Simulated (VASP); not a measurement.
# CdTe (F-43m) in VASP: a series of runs

Runs on CdTe. Level: revPBE+D3(BJ). Tasks: single point.

Program: VASP 6.6.1. These are calculated values, not measurements. Logs are shortened: lines on timing, memory, paths and dates and some standing lists are left out, and cuts for length are marked.

## 1. The cell of the first run

The structure is cubic, space group F-43m (No. 216). The conventional cell has a = 6.279 Å, b = 6.279 Å, c = 6.279 Å, α = 90.00°, β = 90.00°, γ = 90.00°. Te (site symmetry -43m) has 4 Cd at 2.72 Å within 3.6 Å. Within 3.6 Å of Cd (site symmetry -43m) lie 4 Te at 2.72 Å.

## 2. Single point, revPBE+D3(BJ), collinear spin, ferromagnetic start (volume scaled by 0.94)

Input file INCAR:

```
SYSTEM = CdTe
  PREC = Accurate
  ENCUT = 520
  EDIFF = 1E-7
  ISMEAR = -5
  SIGMA = 0.05
  LREAL = .FALSE.
  LASPH = .TRUE.
  NELM = 150
  ALGO = Normal
  ISIF = 2
  LWAVE = .FALSE.
  LCHARG = .TRUE.
  ISPIN = 2
  MAGMOM = 0.5 0
  LORBIT = 11
  GGA = RE
  IVDW = 12
  LELF = .TRUE.
  LVHAR = .TRUE.
  NBANDS = 20
```

Input file KPOINTS:

```
regular mesh
0
G
  7 7 7
  0 0 0
```

Input file POSCAR:

```
CdTe
1.0
    0.0000000000      3.1395734784      3.1395734784
    3.1395734784      0.0000000000      3.1395734784
    3.1395734784      3.1395734784      0.0000000000
Te Cd
1 1
Direct
    0.7500000000      0.7500000000      0.7500000000
    0.0000000000      0.0000000000      0.0000000000
```

Potentials or basis: VASP PAW PBE potentials, release 64 (Te, Cd).

Command:

```sh
> cat potpaw_PBE.64/Te/POTCAR potpaw_PBE.64/Cd/POTCAR > POTCAR
> mpirun -np 1 vasp_std > vasp.out
```

OUTCAR:

```text
SYSTEM = CdTe
   PREC = Accurate
   ENCUT = 520
   EDIFF = 1E-7
   ISMEAR = -5
   LREAL = .FALSE.
   LASPH = .TRUE.
   NELM = 150
   ISIF = 2
   ISPIN = 2
   LORBIT = 11
   GGA = RE
   IVDW = 12
 IVDW          = 12

 ion  position               nearest neighbor table
   1  0.750  0.750  0.750-   2 2.72   2 2.72   2 2.72   2 2.72
   2  0.000  0.000  0.000-   1 2.72   1 2.72   1 2.72   1 2.72

  LATTYP: Found a face centered cubic cell.
 ALAT       =     6.2791469568

  Lattice vectors:

 A1 = (   0.0000000000,   3.1395734784,   3.1395734784)
 A2 = (   3.1395734784,   0.0000000000,   3.1395734784)
 A3 = (   3.1395734784,   3.1395734784,   0.0000000000)

Analysis of symmetry for initial positions (statically):
=====================================================================
 Subroutine PRICEL returns:
 Original cell was already a primitive cell.

 Routine SETGRP: Setting up the symmetry group for a
 face centered cubic supercell.

 Subroutine GETGRP returns: Found 24 space group operations
 (whereof 24 operations were pure point group operations)
 out of a pool of 48 trial point group operations.

The static configuration has the point symmetry T_d .

Analysis of symmetry for dynamics (positions and initial velocities):
=====================================================================
 Subroutine PRICEL returns:
 Original cell was already a primitive cell.

 Routine SETGRP: Setting up the symmetry group for a
 face centered cubic supercell.

 Subroutine GETGRP returns: Found 24 space group operations
 (whereof 24 operations were pure point group operations)
 out of a pool of 48 trial point group operations.

The dynamic configuration has the point symmetry T_d .

Analysis of structural, dynamic, and magnetic symmetry:
=====================================================================
 Subroutine PRICEL returns:
 Original cell was already a primitive cell.

 Routine SETGRP: Setting up the symmetry group for a
 face centered cubic supercell.

 Subroutine GETGRP returns: Found 24 space group operations
 (whereof 24 operations were pure point group operations)
 out of a pool of 48 trial point group operations.

The overall configuration has the point symmetry T_d .

 Subroutine INISYM returns: Found 24 space group operations
 (whereof 24 operations are pure point group operations),
 and found     1 'primitive' translations

----------------------------------------------------------------------------------------

                                     Primitive cell

  volume of cell :      61.8931

  direct lattice vectors                    reciprocal lattice vectors
     0.000000000  3.139573478  3.139573478    -0.159257301  0.159257301  0.159257301
     3.139573478  0.000000000  3.139573478     0.159257301 -0.159257301  0.159257301
     3.139573478  3.139573478  0.000000000     0.159257301  0.159257301 -0.159257301

  length of vectors
     4.440027393  4.440027393  4.440027393     0.275841738  0.275841738  0.275841738

  position of ions in fractional coordinates (direct lattice)
     0.750000000  0.750000000  0.750000000
     0.000000000  0.000000000  0.000000000

  ion indices of the primitive-cell ions
   primitive index   ion index
                 1           1
                 2           2

----------------------------------------------------------------------------------------

 KPOINTS: regular mesh

Automatic generation of k-mesh.
 Grid dimensions read from file:
 generate k-points for:    7    7    7

 Generating k-lattice:

  Cartesian coordinates                     Fractional coordinates (reciprocal lattice)
    -0.022751043  0.022751043  0.022751043     0.142857143  0.000000000  0.000000000
     0.022751043 -0.022751043  0.022751043     0.000000000  0.142857143  0.000000000
     0.022751043  0.022751043 -0.022751043     0.000000000  0.000000000  0.142857143

  Length of vectors
     0.039405963  0.039405963  0.039405963

  Shift w.r.t. Gamma in fractional coordinates (k-lattice)
     0.000000000  0.000000000  0.000000000

 TETIRR: Found     58 inequivalent tetrahedra from     2058

 Subroutine IBZKPT returns following result:
 ===========================================

 Found     20 irreducible k-points:

 Following reciprocal coordinates:
            Coordinates               Weight
  0.000000  0.000000  0.000000      1.000000
  0.142857  0.000000  0.000000      8.000000
  0.285714  0.000000  0.000000      8.000000
  0.428571  0.000000  0.000000      8.000000
  0.142857  0.142857  0.000000      6.000000
  0.285714  0.142857  0.000000     24.000000
[... 12 lines left out ...]
 -0.428571  0.428571  0.142857     24.000000
 -0.285714  0.428571  0.142857     24.000000
   k-points           NKPTS =     20   k-points in BZ     NKDIM =     20   number of bands    NBANDS=     20
   number of dos      NEDOS =    301   number of ions     NIONS =      2
   total plane-waves  NPLWV =  46656
   dimension x,y,z NGX =    36 NGY =   36 NGZ =   36
   dimension x,y,z NGXF=    72 NGYF=   72 NGZF=   72
   ions per type =               1   1
   NGX,Y,Z   is equivalent  to a cutoff of  13.48, 13.48, 13.48 a.u.
   NGXF,Y,Z  is equivalent  to a cutoff of  26.96, 26.96, 26.96 a.u.
 SYSTEM =  CdTe
   PREC   = accura    normal or accurate (medium, high low for compatibility)
   ISTART =      0    job   : 0-new  1-cont  2-samecut
   ICHARG =      2    charge: 1-file 2-atom 10-const
   ISPIN  =      2    spin polarized calculation?
   LNONCOLLINEAR =      F non collinear calculations
   LSORBIT =      F    spin-orbit coupling
   LASPH  =      T    aspherical Exc in radial PAW
   ENCUT  =  520.0 eV  38.22 Ry    6.18 a.u.   8.26  8.26  8.26*2*pi/ulx,y,z
   NELM   =    150;   NELMIN=  2; NELMDL= -5     # of ELM steps
   EDIFF  = 0.1E-06   stopping-criterion for ELM
   LREAL  =      F    real-space projection
   EDIFFG = 0.1E-05   stopping-criterion for IOM
   NSW    =      0    number of steps for IOM
   IBRION =     -1    ionic relax: 0-MD 1-quasi-New 2-CG
   NFREE  =      0    steps in history (QN), initial steepest desc. (CG)
   ISIF   =      2    stress and relaxation
   ISYM   =      2    0-nonsym 1-usesym 2-fastsym
   POTIM  = 0.5000    time-step for ionic-motion
   TEBEG  =    0.0;   TEEND  =   0.0 temperature during run
   PSTRESS=    0.0 pullay stress
   NELECT =      18.0000    total number of electrons
   NUPDOWN=      -1.0000    fix difference up-down
   EMIN   =  10.00;   EMAX   =-10.00  energy-range for DOS
   EFERMI =   0.00;   METHOD = LEGACY
   ISMEAR =    -5;   SIGMA  =   0.05  broadening in eV -4-tet -1-fermi 0-gaus
   EFERMI_NEDOS =   21; number of points for ismear=-14 and -15
   IALGO  =     38    algorithm
   IMIX   =      4    mixing-type and parameters
     AMIX     =   0.40;   BMIX     =  1.00
     AMIX_MAG =   1.60;   BMIX_MAG =  1.00
  volume/ion in A,a.u.               =      30.95       208.84
  Fermi-wavevector in a.u.,A,eV,Ry     =   1.084638  2.049670 16.006447  1.176441
  Thomas-Fermi vector in A             =   2.220733
   LORBIT       =     11    0 simple, 1 ext, 2 COOP (PROOUT), +10 PAW based schemes
   GGA     = RE    functional components
   LHFCALC =     F    Hartree Fock is set to
   AEXX    =    0.0000 exact exchange contribution
   IVDW    =    12    specifies the selected vdW correction
   LEPSILON=     F    determine dielectric tensor
   LRPA    =     F    only Hartree local field effects (RPA)
 spin polarized calculation
 Fermi weights with tetrahedron method with Bloechl corrections
  energy-cutoff  :      520.00
  volume of cell :       61.89
 maximum number of plane-waves:      1687
 NGX is ok and might be reduce to    36
   NGX = 17   NGY = 17   NGZ = 17

 number of electron      18.0000003 magnetization      -0.0000099

 number of electron      18.0000003 magnetization       0.0000026

 Free energy of the ion-electron system (eV)
  ---------------------------------------------------
  ext. energy  EPLUGINS =         0.00000000
  ---------------------------------------------------
  free energy    TOTEN  =        -3.93092913 eV

  energy without entropy =       -3.93092913  energy(sigma->0) =       -3.93092913

 E-fermi :   3.3822     XC(G=0):  -8.8690

 val. band max:        3.3482425675   @ k =   0.0000   0.0000   0.0000
 cond. band min:       4.5250205750   @ k =   0.0000   0.0000   0.0000
 fundamental gap:      1.1767780075
 Fermi energy:         3.3821793120

 spin component 1

 k-point     1 :       0.0000    0.0000    0.0000
  band No.  band energies     occupation
      1      -8.3883      1.00000
      2      -5.3204      1.00000
      3      -5.3204      1.00000
      4      -5.3204      1.00000
      5      -4.9841      1.00000
      6      -4.9841      1.00000
[... 12 lines left out ...]
     19      13.5640      0.00000
     20      16.3897      0.00000

 k-point     2 :       0.1429    0.0000    0.0000
  band No.  band energies     occupation
      1      -8.2969      1.00000
      2      -5.3021      1.00000
      3      -5.3021      1.00000
      4      -5.2536      1.00000
      5      -4.9857      1.00000
      6      -4.9857      1.00000
[... 12 lines left out ...]
     19      15.1237      0.00000
     20      17.7478      0.00000
[... 372 lines left out ...]
      2      -5.1600      1.00000
      3      -5.1499      1.00000
      4      -5.0598      1.00000
      5      -4.9627      1.00000
      6      -4.3777      1.00000
[... 12 lines left out ...]
     19      17.5288      0.00000
     20      18.2792      0.00000

 k-point    20 :      -0.2857    0.4286    0.1429
  band No.  band energies     occupation
      1      -7.7716      1.00000
      2      -5.1741      1.00000
      3      -5.1535      1.00000
      4      -5.0260      1.00000
      5      -4.9823      1.00000
      6      -4.2832      1.00000
[... 12 lines left out ...]
     19      17.6725      0.00000
     20      19.4078      0.00000
 Fermi energy:         3.3821793120

 spin component 2

 k-point     1 :       0.0000    0.0000    0.0000
  band No.  band energies     occupation
      1      -8.3883      1.00000
      2      -5.3204      1.00000
      3      -5.3204      1.00000
      4      -5.3204      1.00000
      5      -4.9841      1.00000
      6      -4.9841      1.00000
[... 12 lines left out ...]
     19      13.5640      0.00000
     20      16.3898      0.00000

 k-point     2 :       0.1429    0.0000    0.0000
  band No.  band energies     occupation
      1      -8.2969      1.00000
      2      -5.3021      1.00000
      3      -5.3021      1.00000
      4      -5.2536      1.00000
      5      -4.9857      1.00000
      6      -4.9857      1.00000
[... 12 lines left out ...]
     19      15.1237      0.00000
     20      17.7478      0.00000
[... 373 lines left out ...]
      3      -5.1499      1.00000
      4      -5.0598      1.00000
      5      -4.9627      1.00000
      6      -4.3777      1.00000
[... 12 lines left out ...]
     19      17.5288      0.00000
     20      18.2792      0.00000

 k-point    20 :      -0.2857    0.4286    0.1429
  band No.  band energies     occupation
      1      -7.7716      1.00000
      2      -5.1741      1.00000
      3      -5.1535      1.00000
      4      -5.0260      1.00000
      5      -4.9823      1.00000
      6      -4.2832      1.00000
[... 12 lines left out ...]
     19      17.6725      0.00000
     20      19.4078      0.00000

------------------------ aborting loop because EDIFF is reached ----------------------------------------

 Edisp (eV)   -1.44961

 E8    (eV) :    -1.0311

  FORCE on cell =-STRESS in cart. coord.  units (eV):
  Direction    XX          YY          ZZ          XY          YZ          ZX
  --------------------------------------------------------------------------------------
  -------------------------------------------------------------------------------------
  Total       2.03281     2.03281     2.03281    -0.00000     0.00000    -0.00000
  in kB      52.62170    52.62170    52.62170    -0.00000     0.00000    -0.00000
  external pressure =       52.62 kB  Pullay stress =        0.00 kB

 VOLUME and BASIS-vectors are now :
 -----------------------------------------------------------------------------
  energy-cutoff  :      520.00
  volume of cell :       61.89
      direct lattice vectors                 reciprocal lattice vectors
     0.000000000  3.139573478  3.139573478    -0.159257301  0.159257301  0.159257301
     3.139573478  0.000000000  3.139573478     0.159257301 -0.159257301  0.159257301
     3.139573478  3.139573478  0.000000000     0.159257301  0.159257301 -0.159257301

 POSITION                                       TOTAL-FORCE (eV/Angst)
 -----------------------------------------------------------------------------------
      4.70936      4.70936      4.70936         0.000000      0.000000      0.000000
      0.00000      0.00000      0.00000        -0.000000     -0.000000     -0.000000
 -----------------------------------------------------------------------------------
    total drift:                                0.000000      0.000000      0.000000

  FREE ENERGIE OF THE ION-ELECTRON SYSTEM (eV)
  ---------------------------------------------------
  free  energy   TOTEN  =        -5.3805423699 eV

  energy  without entropy=       -5.3805423699  energy(sigma->0) =       -5.38054237

 total charge

# of ion       s       p       d       tot
------------------------------------------
    1        1.345   2.123   0.028   3.496
    2        0.485   0.376   9.533  10.393
--------------------------------------------------
tot          1.830   2.499   9.561  13.889

 magnetization (x)

# of ion       s       p       d       tot
------------------------------------------
    1        0.000  -0.000  -0.000   0.000
    2        0.000   0.000   0.000   0.000
--------------------------------------------------
tot          0.000  -0.000   0.000   0.000
```

It took 54 s on 1 thread of Intel Xeon Platinum 8488C (Sapphire Rapids), shared host; peak memory 0.26 GiB.

Results:

| Quantity | Value |
| --- | --- |
| Free energy | -5.3805 eV |
| Pressure | 5.3 GPa |
| Band gap on the k mesh | 1.18 eV, direct |
| Net moment | 0.00 μB per cell |
| Valence electrons inside the program's atomic spheres | Te 3.50; Cd 10.39 |
| Dispersion energy per atom | -0.725 eV |

Caveat: three body term missing; the PAW data sets were made with another functional, which shifts forces and pressure a little; spin-orbit coupling is left out, which moves the levels of the heavy elements.

[end of part 1 of 2]
